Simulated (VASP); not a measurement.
# SnSe (P6_3mc) in VASP: further runs

The runs below take SnSe through single point, with r2SCAN.

Everything below comes from runs of VASP 6.6.1. Logs are shortened: lines on timing, memory, paths and dates and some standing lists are left out, and cuts for length are marked.

### 1 The cell of the first run

The structure is hexagonal, space group P6_3mc (No. 186). Conventional cell: a = 5.024 Å, b = 5.024 Å, c = 6.111 Å, α = 90.00°, β = 90.00°, γ = 120.00°. Sn (site symmetry 3m) has 5 Se at 2.77 to 3.34 Å within 3.7 Å. Within 3.7 Å of Se (site symmetry 3m) lie 5 Sn at 2.77 to 3.34 Å.

### 2 Single point, r2SCAN (33.39 Å³/atom)

Contents of POSCAR:

```
SnSe
1.0
    5.0235142556      0.0000000000      0.0000000000
   -2.5117571278      4.3504909616      0.0000000000
    0.0000000000      0.0000000000      6.1113111205
Sn Se
2 2
Direct
    0.3333333333      0.6666666667     -0.0391356265
    0.6666666667      0.3333333333      0.4608643735
    0.3333333333      0.6666666667      0.4141356265
    0.6666666667      0.3333333333      0.9141356265
```

Contents of INCAR.step1:

```
ALGO = Normal
EDIFF = 1E-4
ENCUT = 520
GGA = PE
ISMEAR = 0
LASPH = T
LCHARG = F
LREAL = F
LWAVE = T
NBANDS = 28
NELM = 100
PREC = Accurate
SIGMA = 0.01
```

Contents of INCAR.step2:

```
ALGO = Normal
EDIFF = 1E-7
ENCUT = 520
ISIF = 2
ISMEAR = 0
ISTART = 1
LASPH = T
LCHARG = F
LMIXTAU = T
LREAL = F
LWAVE = F
METAGGA = R2SCAN
NBANDS = 28
NELM = 100
PREC = Accurate
SIGMA = 0.01
```

Contents of KPOINTS:

```
k-points
0
Gamma
  6 6 4
```

Potentials or basis: VASP PAW PBE potentials, release 64 (Sn_d, Se).

The run is started by

```
cat potpaw_PBE.64/Sn_d/POTCAR potpaw_PBE.64/Se/POTCAR > POTCAR
cp INCAR.step1 INCAR
mpirun -np 1 vasp_std > vasp.out
cp INCAR.step2 INCAR
mpirun -np 1 vasp_std > vasp.out
```

OUTCAR:

```text
EDIFF = 1E-7
   ENCUT = 520
   ISIF = 2
   ISMEAR = 0
   ISTART = 1
   LASPH = T
   LREAL = F
   METAGGA = R2SCAN
   NELM = 100
   PREC = Accurate

 ion  position               nearest neighbor table
   1  0.333  0.667  0.961-   3 2.77   4 2.91   4 2.91   4 2.91
   2  0.667  0.333  0.461-   4 2.77   3 2.91   3 2.91   3 2.91
   3  0.333  0.667  0.414-   1 2.77   2 2.91   2 2.91   2 2.91
   4  0.667  0.333  0.914-   2 2.77   1 2.91   1 2.91   1 2.91

  LATTYP: Found a hexagonal cell.
 ALAT       =     5.0235142556
 C/A-ratio  =     1.2165410128

  Lattice vectors:

 A1 = (   5.0235142556,   0.0000000000,   0.0000000000)
 A2 = (  -2.5117571278,   4.3504909616,   0.0000000000)
 A3 = (   0.0000000000,   0.0000000000,   6.1113111205)

Analysis of symmetry for initial positions (statically):
=====================================================================
 Subroutine PRICEL returns:
 Original cell was already a primitive cell.

 Routine SETGRP: Setting up the symmetry group for a
 hexagonal supercell.

 Subroutine GETGRP returns: Found 12 space group operations
 (whereof  6 operations were pure point group operations)
 out of a pool of 24 trial point group operations.

The static configuration has the point symmetry C_3v.
 The point group associated with its full space group is C_6v.

Analysis of symmetry for dynamics (positions and initial velocities):
=====================================================================
 Subroutine PRICEL returns:
 Original cell was already a primitive cell.

 Routine SETGRP: Setting up the symmetry group for a
 hexagonal supercell.

 Subroutine GETGRP returns: Found 12 space group operations
 (whereof  6 operations were pure point group operations)
 out of a pool of 24 trial point group operations.

The dynamic configuration has the point symmetry C_3v.
 The point group associated with its full space group is C_6v.

 Subroutine INISYM returns: Found 12 space group operations
 (whereof  6 operations are pure point group operations),
 and found     1 'primitive' translations

----------------------------------------------------------------------------------------

                                     Primitive cell

  volume of cell :     133.5612

  direct lattice vectors                    reciprocal lattice vectors
     5.023514256  0.000000000  0.000000000     0.199063832  0.114929557  0.000000000
    -2.511757128  4.350490962  0.000000000     0.000000000  0.229859114  0.000000000
     0.000000000  0.000000000  6.111311120     0.000000000  0.000000000  0.163631008

  length of vectors
     5.023514256  5.023514256  6.111311120     0.229859114  0.229859114  0.163631008

  position of ions in fractional coordinates (direct lattice)
     0.333333333  0.666666667  0.960864374
     0.666666667  0.333333333  0.460864374
     0.333333333  0.666666667  0.414135626
     0.666666667  0.333333333  0.914135626

  ion indices of the primitive-cell ions
   primitive index   ion index
                 1           1
                 2           2
                 3           3
                 4           4

----------------------------------------------------------------------------------------

 KPOINTS: k-points

Automatic generation of k-mesh.
 Grid dimensions read from file:
 generate k-points for:    6    6    4

 Generating k-lattice:

  Cartesian coordinates                     Fractional coordinates (reciprocal lattice)
     0.033177305  0.019154926  0.000000000     0.166666667  0.000000000  0.000000000
     0.000000000  0.038309852  0.000000000     0.000000000  0.166666667  0.000000000
     0.000000000  0.000000000  0.040907752     0.000000000  0.000000000  0.250000000

  Length of vectors
     0.038309852  0.038309852  0.040907752

  Shift w.r.t. Gamma in fractional coordinates (k-lattice)
     0.000000000  0.000000000  0.000000000

 Subroutine IBZKPT returns following result:
 ===========================================

 Found     21 irreducible k-points:

 Following reciprocal coordinates:
            Coordinates               Weight
  0.000000  0.000000  0.000000      1.000000
  0.166667 -0.000000  0.000000      6.000000
  0.333333 -0.000000  0.000000      6.000000
  0.500000 -0.000000  0.000000      3.000000
  0.166667  0.166667  0.000000      6.000000
  0.333333  0.166667  0.000000     12.000000
[... 13 lines left out ...]
  0.333333  0.166667  0.500000     12.000000
  0.333333  0.333333  0.500000      2.000000
   k-points           NKPTS =     21   k-points in BZ     NKDIM =     21   number of bands    NBANDS=     28
   number of dos      NEDOS =    301   number of ions     NIONS =      4
   total plane-waves  NPLWV =  76800
   dimension x,y,z NGX =    40 NGY =   40 NGZ =   48
   dimension x,y,z NGXF=    80 NGYF=   80 NGZF=   96
   ions per type =               2   2
   NGX,Y,Z   is equivalent  to a cutoff of  13.24, 13.24, 13.06 a.u.
   NGXF,Y,Z  is equivalent  to a cutoff of  26.47, 26.47, 26.11 a.u.
 SYSTEM =  unknown system
   PREC   = accura    normal or accurate (medium, high low for compatibility)
   ISTART =      1    job   : 0-new  1-cont  2-samecut
   ICHARG =      0    charge: 1-file 2-atom 10-const
   ISPIN  =      1    spin polarized calculation?
   LNONCOLLINEAR =      F non collinear calculations
   LSORBIT =      F    spin-orbit coupling
   LASPH  =      T    aspherical Exc in radial PAW
   ENCUT  =  520.0 eV  38.22 Ry    6.18 a.u.   9.34  9.34 11.36*2*pi/ulx,y,z
   NELM   =    100;   NELMIN=  2; NELMDL=  0     # of ELM steps
   EDIFF  = 0.1E-06   stopping-criterion for ELM
   LREAL  =      F    real-space projection
   EDIFFG = 0.1E-05   stopping-criterion for IOM
   NSW    =      0    number of steps for IOM
   IBRION =     -1    ionic relax: 0-MD 1-quasi-New 2-CG
   NFREE  =      0    steps in history (QN), initial steepest desc. (CG)
   ISIF   =      2    stress and relaxation
   ISYM   =      2    0-nonsym 1-usesym 2-fastsym
   POTIM  = 0.5000    time-step for ionic-motion
   TEBEG  =    0.0;   TEEND  =   0.0 temperature during run
   PSTRESS=    0.0 pullay stress
   NELECT =      40.0000    total number of electrons
   NUPDOWN=      -1.0000    fix difference up-down
   EMIN   =  10.00;   EMAX   =-10.00  energy-range for DOS
   EFERMI =   0.00;   METHOD = LEGACY
   ISMEAR =     0;   SIGMA  =   0.01  broadening in eV -4-tet -1-fermi 0-gaus
   EFERMI_NEDOS =   21; number of points for ismear=-14 and -15
   IALGO  =     38    algorithm
   IMIX   =      4    mixing-type and parameters
     AMIX     =   0.40;   BMIX     =  1.00
     AMIX_MAG =   1.60;   BMIX_MAG =  1.00
  volume/ion in A,a.u.               =      33.39       225.33
  Fermi-wavevector in a.u.,A,eV,Ry     =   1.095304  2.069825 16.322789  1.199691
  Thomas-Fermi vector in A             =   2.231625
   LORBIT       =      0    0 simple, 1 ext, 2 COOP (PROOUT), +10 PAW based schemes
   METAGGA = R2SCAN    functional components
   LHFCALC =     F    Hartree Fock is set to
   AEXX    =    0.0000 exact exchange contribution
   IVDW    =     0    specifies the selected vdW correction
   LEPSILON=     F    determine dielectric tensor
   LRPA    =     F    only Hartree local field effects (RPA)
 non-spin polarized calculation
 Gauss-broadening in eV      SIGMA  =   0.01
  energy-cutoff  :      520.00
  volume of cell :      133.56
 maximum number of plane-waves:      3623
 NGX is ok and might be reduce to    40
   NGX = 19   NGY = 19   NGZ = 23

 number of electron      39.9999998 magnetization

 Free energy of the ion-electron system (eV)
  ---------------------------------------------------
  ext. energy  EPLUGINS =         0.00000000
  ---------------------------------------------------
  free energy    TOTEN  =       -79.19712718 eV

  energy without entropy =      -79.19712718  energy(sigma->0) =      -79.19712718

 E-fermi :   4.0724     XC(G=0):  -8.9711

 val. band max:        3.9872397969   @ k =   0.3333   0.3333   0.5000
 cond. band min:       4.8769162683   @ k =   0.1667  -0.0000   0.0000
 fundamental gap:      0.8896764714
 Fermi energy:         4.0724170259

 k-point     1 :       0.0000    0.0000    0.0000
  band No.  band energies     occupation
      1     -18.5672      2.00000
      2     -18.5561      2.00000
      3     -18.5560      2.00000
      4     -18.5560      2.00000
      5     -18.5560      2.00000
      6     -18.5375      2.00000
[... 20 lines left out ...]
     27       9.7989      0.00000
     28       9.7989      0.00000

 k-point     2 :       0.1667   -0.0000    0.0000
  band No.  band energies     occupation
      1     -18.5692      2.00000
      2     -18.5576      2.00000
      3     -18.5559      2.00000
      4     -18.5542      2.00000
      5     -18.5522      2.00000
      6     -18.5374      2.00000
[... 20 lines left out ...]
     27       9.4760      0.00000
     28       9.5213      0.00000

 k-point     3 :       0.3333   -0.0000    0.0000
  band No.  band energies     occupation
      1     -18.5714      2.00000
      2     -18.5606      2.00000
      3     -18.5546      2.00000
      4     -18.5517      2.00000
      5     -18.5460      2.00000
      6     -18.5379      2.00000
[... 20 lines left out ...]
     27       9.2188      0.00000
     28       9.9093      0.00000

 k-point     4 :       0.5000   -0.0000    0.0000
  band No.  band energies     occupation
      1     -18.5720      2.00000
      2     -18.5622      2.00000
      3     -18.5539      2.00000
      4     -18.5506      2.00000
      5     -18.5423      2.00000
      6     -18.5391      2.00000
[... 485 lines left out ...]
     27      10.7507      0.00000
     28      10.7507      0.00000

 k-point    20 :       0.3333    0.1667    0.5000
  band No.  band energies     occupation
      1     -18.5614      2.00000
      2     -18.5614      2.00000
      3     -18.5530      2.00000
      4     -18.5530      2.00000
      5     -18.5450      2.00000
      6     -18.5450      2.00000
[... 20 lines left out ...]
     27      10.0631      0.00000
     28      10.0631      0.00000

 k-point    21 :       0.3333    0.3333    0.5000
  band No.  band energies     occupation
      1     -18.5613      2.00000
      2     -18.5613      2.00000
      3     -18.5526      2.00000
      4     -18.5526      2.00000
      5     -18.5447      2.00000
      6     -18.5447      2.00000
[... 20 lines left out ...]
     27       9.8336      0.00000
     28       9.8336      0.00000

------------------------ aborting loop because EDIFF is reached ----------------------------------------

  FORCE on cell =-STRESS in cart. coord.  units (eV):
  Direction    XX          YY          ZZ          XY          YZ          ZX
  --------------------------------------------------------------------------------------
  -------------------------------------------------------------------------------------
  Total        1.0112506      1.0112506      1.1476784      0.0000000      0.0000000      0.0000000
  in kB       12.1307893     12.1307893     13.7673541      0.0000000      0.0000000      0.0000000
  external PRESSURE =      12.6763109 kB  Pullay stress =       0.0000000 kB

 VOLUME and BASIS-vectors are now :
 -----------------------------------------------------------------------------
  energy-cutoff  :      520.00
  volume of cell :      133.56
      direct lattice vectors                 reciprocal lattice vectors
     5.023514256  0.000000000  0.000000000     0.199063832  0.114929557  0.000000000
    -2.511757128  4.350490962  0.000000000     0.000000000  0.229859114  0.000000000
     0.000000000  0.000000000  6.111311120     0.000000000  0.000000000  0.163631008

 POSITION                                       TOTAL-FORCE (eV/Angst)
 -----------------------------------------------------------------------------------
     -0.00000      2.90033      5.87214         0.000000     -0.000000     -0.088282
      2.51176      1.45016      2.81649        -0.000000      0.000000     -0.088282
     -0.00000      2.90033      2.53091         0.000000      0.000000      0.088282
      2.51176      1.45016      5.58657        -0.000000      0.000000      0.088282
 -----------------------------------------------------------------------------------
    total drift:                               -0.000000      0.000000     -0.000561

  FREE ENERGIE OF THE ION-ELECTRON SYSTEM (eV)
  ---------------------------------------------------
  free  energy   TOTEN  =       -79.1971271844 eV

  energy  without entropy=      -79.1971271844  energy(sigma->0) =      -79.19712718
```

Wall time 13 min (1 thread of AMD EPYC 7R43 (Zen 3), shared host); peak memory 0.29 GiB.

What came out:

| Quantity | Value |
| --- | --- |
| Free energy | -79.1971 eV |
| Pressure | 1.3 GPa |
| Largest force | 0.088 eV/Å |
| Band gap on the k mesh | 0.89 eV (least direct gap 0.97 eV) |

Forces on the atoms (eV/Å):
```
Sn   0.000  0.000 -0.088
Sn   0.000  0.000 -0.088
Se   0.000  0.000  0.088
Se   0.000  0.000  0.088
```

Stress tensor (GPa, compression positive):
```
1.21 0.00 0.00
0.00 1.21 0.00
0.00 0.00 1.38
```

Levels at points of the mesh, in eV from the valence-band top:
```csv
k point,band 18,band 19,band 20,band 21,band 22,band 23
"(0.00, 0.00, 0.00)",-2.75,-2.75,-2.72,1.02,1.02,2.71
"(0.50, 0.00, 0.00)",-3.11,-2.36,-0.90,2.23,3.04,3.09
"(0.00, 0.00, 0.50)",-3.45,-1.87,-1.87,1.52,1.52,1.52
"(0.50, 0.00, 0.50)",-2.91,-0.97,-0.97,1.13,1.13,2.87
```

Caveat: the PAW data sets were made with another functional, which shifts forces and pressure a little; spin-orbit coupling is left out, which moves the levels of the heavy elements.

### 3 Single point, r2SCAN

This run uses another cell than the first one, of 34.42 Å³/atom.

Contents of POSCAR:

```
SnSe
1.0
    5.0747781458      0.0000000000      0.0000000000
   -2.5373890729      4.3948867929      0.0000000000
    0.0000000000      0.0000000000      6.1736757455
Sn Se
2 2
Direct
    0.3333333333      0.6666666667     -0.0391356265
    0.6666666667      0.3333333333      0.4608643735
    0.3333333333      0.6666666667      0.4141356265
    0.6666666667      0.3333333333      0.9141356265
```

Contents of INCAR.step1:

```
SYSTEM = SnSe
  PREC = Accurate
  ENCUT = 520
  ISMEAR = 0
  SIGMA = 0.01
  LREAL = .FALSE.
  LASPH = .TRUE.
  NELM = 100
  NBANDS = 28
  GGA = PE
  ALGO = Normal
  EDIFF = 1E-4
  LWAVE = .TRUE.
  LCHARG = .FALSE.
```

Contents of INCAR.step2:

```
SYSTEM = SnSe
  PREC = Accurate
  ENCUT = 520
  EDIFF = 1E-7
  ISMEAR = 0
  SIGMA = 0.01
  LREAL = .FALSE.
  LASPH = .TRUE.
  NELM = 100
  ALGO = Normal
  ISIF = 2
  LWAVE = .FALSE.
  LCHARG = .FALSE.
  METAGGA = R2SCAN
  LMIXTAU = .TRUE.
  NBANDS = 28
  ISTART = 1
```

Contents of KPOINTS:

```
Automatic mesh
0
G
  6 6 4
  0 0 0
```

Potentials or basis: VASP PAW PBE potentials, release 64 (Sn_d, Se).

The run is started by

```
cat potpaw_PBE.64/Sn_d/POTCAR potpaw_PBE.64/Se/POTCAR > POTCAR
cp INCAR.step1 INCAR
mpirun -np 1 vasp_std > vasp.out
cp INCAR.step2 INCAR
mpirun -np 1 vasp_std > vasp.out
```

Wall time 15 min (1 thread of AMD EPYC 7R43 (Zen 3), shared host); peak memory 0.27 GiB.

Results (log left out):

- Free energy: -79.2141 eV
- Pressure: 0.0 GPa
- Largest force: 0.008 eV/Å
- Band gap on the k mesh: 1.00 eV (least direct gap 1.03 eV)

Forces in eV/Å, atoms in the order of the input:
```
Sn   0.000  0.000 -0.008
Sn   0.000  0.000 -0.008
Se   0.000  0.000  0.008
Se   0.000  0.000  0.008
```

Levels at points of the mesh, in eV from the valence-band top:
| k point | band 17 | band 18 | band 19 | band 20 | band 21 | band 22 | band 23 | band 24 |
| --- | --- | --- | --- | --- | --- | --- | --- | --- |
| (0.00, 0.00, 0.00) | -3.85 | -2.58 | -2.58 | -2.56 | 1.13 | 1.13 | 2.75 | 2.75 |
| (0.50, 0.00, 0.00) | -3.69 | -2.93 | -2.23 | -0.84 | 2.25 | 3.02 | 3.13 | 3.96 |
| (0.00, 0.00, 0.50) | -3.26 | -3.26 | -1.78 | -1.78 | 1.62 | 1.62 | 1.62 | 1.62 |
| (0.50, 0.00, 0.50) | -2.74 | -2.74 | -0.91 | -0.91 | 1.19 | 1.19 | 2.85 | 2.85 |

Caveat: the PAW data sets were made with another functional, which shifts forces and pressure a little; spin-orbit coupling is left out, which moves the levels of the heavy elements.

(Part 1 of 2 ends here.)
